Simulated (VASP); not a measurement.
# Rh (Fm-3m) in VASP: notebook, part 2 of 2

VASP 6.6.1. The steps go on from the part before.

## 3. Density of states, PBE (volume scaled by 0.4)

POSCAR

```
Rh
1.0
    0.0000000000      1.4109780928      1.4109780928
    1.4109780928      0.0000000000      1.4109780928
    1.4109780928      1.4109780928      0.0000000000
Rh
1
Direct
    0.0000000000      0.0000000000      0.0000000000
```

INCAR.step1

```
SYSTEM = Rh
  PREC = Accurate
  ENCUT = 520
  EDIFF = 1E-6
  ISMEAR = -1
  SIGMA = 0.05
  LREAL = .False.
  LASPH = .True.
  NELM = 80
  ALGO = Normal
  ISIF = 2
  LWAVE = .False.
  LCHARG = .True.
  LMAXMIX = 4
  GGA = PE
  NBANDS = 14
```

KPOINTS.step1

```
Automatic mesh
0
Gamma
  17 17 17
  0 0 0
```

INCAR.step2

```
SYSTEM = Rh
  PREC = Accurate
  ENCUT = 520
  EDIFF = 1E-6
  ISMEAR = -5
  SIGMA = 0.05
  LREAL = .False.
  LASPH = .True.
  NELM = 80
  ALGO = Normal
  ISIF = 2
  LWAVE = .False.
  LCHARG = .False.
  LMAXMIX = 4
  GGA = PE
  LORBIT = 11
  NBANDS = 14
  NEDOS = 1001
  ICHARG = 11
```

KPOINTS.step2

```
Automatic mesh
0
Gamma
  26 26 26
  0 0 0
```

Potentials or basis: VASP PAW PBE potentials, release 64 (Rh_pv).

On the command line:

```sh
cat potpaw_PBE.64/Rh_pv/POTCAR > POTCAR
cp INCAR.step1 INCAR
cp KPOINTS.step1 KPOINTS
mpirun -np 1 vasp_std > vasp.out
cp INCAR.step2 INCAR
cp KPOINTS.step2 KPOINTS
mpirun -np 1 vasp_std > vasp.out
```

OUTCAR:

```text
SYSTEM = Rh
   PREC = Accurate
   ENCUT = 520
   EDIFF = 1E-6
   ISMEAR = -5
   LREAL = .False.
   LASPH = .True.
   NELM = 80
   ISIF = 2
   GGA = PE
   LORBIT = 11
   ICHARG = 11

 ion  position               nearest neighbor table
   1  0.000  0.000  0.000-

  LATTYP: Found a face centered cubic cell.
 ALAT       =     2.8219561856

  Lattice vectors:

 A1 = (   0.0000000000,   1.4109780928,   1.4109780928)
 A2 = (   1.4109780928,   0.0000000000,   1.4109780928)
 A3 = (   1.4109780928,   1.4109780928,   0.0000000000)

Analysis of symmetry for initial positions (statically):
=====================================================================
 Subroutine PRICEL returns:
 Original cell was already a primitive cell.

 Routine SETGRP: Setting up the symmetry group for a
 face centered cubic supercell.

 Subroutine GETGRP returns: Found 48 space group operations
[... 9 lines left out ...]

 Routine SETGRP: Setting up the symmetry group for a
 face centered cubic supercell.

 Subroutine GETGRP returns: Found 48 space group operations
[... 11 lines left out ...]
                                     Primitive cell
[... 143 lines left out ...]
 Fermi energy:        37.8821935089

 k-point     1 :       0.0000    0.0000    0.0000
  band No.  band energies     occupation
      1     -10.3950      2.00000
      2     -10.3950      2.00000
      3     -10.3950      2.00000
      4      25.3004      2.00000
      5      26.0819      2.00000
      6      26.0819      2.00000
      7      26.0819      2.00000
      8      33.9236      2.00000
      9      33.9236      2.00000
     10      46.6723      0.00000
     11      55.3563      0.00000
     12      59.3457      0.00000
     13      59.3457      0.00000
     14      59.3457      0.00000
[... 377 lines left out ...]
      1     -19.3384      2.00000
      2     -11.6414      2.00000
      3     -11.5411      2.00000
      4      20.3977      2.00000
      5      25.7693      2.00000
      6      26.2819      2.00000
      7      35.6219      2.00002
      8      38.1956      0.86457
      9      39.5008     -0.01789
     10      48.2462      0.00000
     11      55.3564      0.00000
     12      66.7561      0.00000
     13      69.0567      0.00000
     14      70.5115      0.00000

 [... further k-points ...]
[... 5 lines left out ...]
  --------------------------------------------------------------------------------------
  -------------------------------------------------------------------------------------
  Total       74.3544575     74.3544575     74.3544575      0.0000000      0.0000000      0.0000000
  in kB    21204.4388269  21204.4388269  21204.4388269      0.0000000      0.0000000      0.0000000
  external PRESSURE =   21204.4388269 kB  Pullay stress =       0.0000000 kB

 VOLUME and BASIS-vectors are now :
 -----------------------------------------------------------------------------
  energy-cutoff  :      520.00
  volume of cell :        5.62
      direct lattice vectors                 reciprocal lattice vectors
     0.000000000  1.410978093  1.410978093    -0.354364113  0.354364113  0.354364113
     1.410978093  0.000000000  1.410978093     0.354364113 -0.354364113  0.354364113
     1.410978093  1.410978093  0.000000000     0.354364113  0.354364113 -0.354364113

 POSITION                                       TOTAL-FORCE (eV/Angst)
 -----------------------------------------------------------------------------------
      0.00000      0.00000      0.00000         0.000000      0.000000     -0.000000
 -----------------------------------------------------------------------------------
    total drift:                               -0.000000     -0.000000      0.000000

  FREE ENERGIE OF THE ION-ELECTRON SYSTEM (eV)
  ---------------------------------------------------
  free  energy   TOTEN  =        16.6585644202 eV

  energy  without entropy=       16.6585644202  energy(sigma->0) =       16.65856442

 total charge

# of ion       s       p       d       tot
------------------------------------------
    1        1.052   7.459   9.423  17.933
```

OUTCAR.step1:

```text
SYSTEM = Rh
   PREC = Accurate
   ENCUT = 520
   EDIFF = 1E-6
   ISMEAR = -1
   LREAL = .False.
[... 625 lines left out ...]
 -----------------------------------------------------------------------------------
      0.00000      0.00000      0.00000        -0.000000     -0.000000     -0.000000
 -----------------------------------------------------------------------------------
    total drift:                                0.000000      0.000000      0.000000

  FREE ENERGIE OF THE ION-ELECTRON SYSTEM (eV)
  ---------------------------------------------------
  free  energy   TOTEN  =        16.6641461726 eV

  energy  without entropy=       16.6670475887  energy(sigma->0) =       16.66559688
```

OSZICAR.step1:

```text
N       E                     dE             d eps       ncg     rms          rms(c)
DAV:   1     0.120957235760E+03    0.12096E+03   -0.77763E+03  4822   0.132E+03
DAV:   2     0.168976117751E+02   -0.10406E+03   -0.99571E+02  5088   0.361E+02
DAV:   3     0.158989506076E+02   -0.99866E+00   -0.99776E+00  5160   0.360E+01
DAV:   4     0.158979370416E+02   -0.10136E-02   -0.10136E-02  5064   0.121E+00
DAV:   5     0.158979354330E+02   -0.16086E-05   -0.16115E-05  5112   0.428E-02    0.119E+02
DAV:   6     0.164139562961E+02    0.51602E+00   -0.10130E-01  4968   0.585E+00    0.730E+01
DAV:   7     0.166591785838E+02    0.24522E+00   -0.13052E-01  5094   0.682E+00    0.938E-01
DAV:   8     0.166639614114E+02    0.47828E-02   -0.62822E-03  4788   0.138E+00    0.165E-01
DAV:   9     0.166641137929E+02    0.15238E-03   -0.15253E-04  5266   0.203E-01    0.761E-02
DAV:  10     0.166641435145E+02    0.29722E-04   -0.19067E-05  4920   0.683E-02    0.602E-03
DAV:  11     0.166641448872E+02    0.13727E-05   -0.43985E-07  3590   0.827E-03    0.258E-03
DAV:  12     0.166641461547E+02    0.12675E-05   -0.32274E-08  2406   0.327E-03    0.726E-04
DAV:  13     0.166641461726E+02    0.17837E-07   -0.62822E-09  2370   0.998E-04
   1 F= 0.16664146E+02 E0= 0.16665597E+02  d E =-.290142E-02
```

Run time: 20 s. Hardware: 1 thread of AMD EPYC 9R45 (Zen 5), shared host; peak memory 0.12 GiB.

Levels at points of the mesh, in eV from the Fermi level:
```csv
k point,band 5,band 6,band 7,band 8,band 9,band 10
"(0.00, 0.00, 0.00)",-11.80,-11.80,-11.80,-3.96,-3.96,8.79
"(0.50, 0.00, 0.00)",-12.44,-12.44,2.18,2.18,2.39,11.19
"(0.50, 0.50, 0.00)",-21.29,2.27,4.08,4.08,10.25,17.47
```

Caveat: tetrahedron occupations give inexact forces and stress in metals.

## 4. Density of states, PBE (volume scaled by 0.95)

POSCAR

```
Rh
1.0
    0.0000000000      1.8825281345      1.8825281345
    1.8825281345      0.0000000000      1.8825281345
    1.8825281345      1.8825281345      0.0000000000
Rh
1
Direct
    0.0000000000      0.0000000000      0.0000000000
```

INCAR.step1

```
PREC = Accurate
ENCUT = 520
EDIFF = 1E-6
ISMEAR = -1
SIGMA = 0.05
LREAL = False
LASPH = True
NELM = 60
ALGO = Normal
ISIF = 2
LWAVE = False
LCHARG = True
LMAXMIX = 4
GGA = PE
NBANDS = 14
```

KPOINTS.step1

```
regular mesh
0
Gamma
  17 17 17
```

INCAR.step2

```
PREC = Accurate
ENCUT = 520
EDIFF = 1E-6
ISMEAR = -5
SIGMA = 0.05
LREAL = False
LASPH = True
NELM = 60
ALGO = Normal
ISIF = 2
LWAVE = False
LCHARG = False
LMAXMIX = 4
GGA = PE
LORBIT = 11
NBANDS = 14
NEDOS = 1001
ICHARG = 11
```

KPOINTS.step2

```
regular mesh
0
Gamma
  26 26 26
```

On the command line:

```sh
cat potpaw_PBE.64/Rh_pv/POTCAR > POTCAR
cp INCAR.step1 INCAR
cp KPOINTS.step1 KPOINTS
mpirun -np 1 vasp_std > vasp.out
cp INCAR.step2 INCAR
cp KPOINTS.step2 KPOINTS
mpirun -np 1 vasp_std > vasp.out
```

It took 27 s on 1 thread of Intel Xeon 6975P-C (Granite Rapids), shared host; peak memory 0.19 GiB.

Results (log left out):

* Valence electrons inside the program's atomic spheres: Rh 13.84

Levels at points of the mesh, in eV from the Fermi level:
| k point | band 3 | band 4 | band 5 | band 6 | band 7 | band 8 | band 9 | band 10 | band 11 | band 12 |
| --- | --- | --- | --- | --- | --- | --- | --- | --- | --- | --- |
| (0.00, 0.00, 0.00) | -46.43 | -8.18 | -3.22 | -3.22 | -3.22 | -1.04 | -1.04 | 15.97 | 20.45 | 21.60 |
| (0.50, 0.00, 0.00) | -46.54 | -6.37 | -3.31 | -3.31 | 0.60 | 0.60 | 0.70 | 8.96 | 15.49 | 20.45 |
| (0.50, 0.50, 0.00) | -46.73 | -6.61 | -6.22 | 0.57 | 1.04 | 1.04 | 3.30 | 12.66 | 13.50 | 13.50 |

Caveat: tetrahedron occupations give inexact forces and stress in metals.
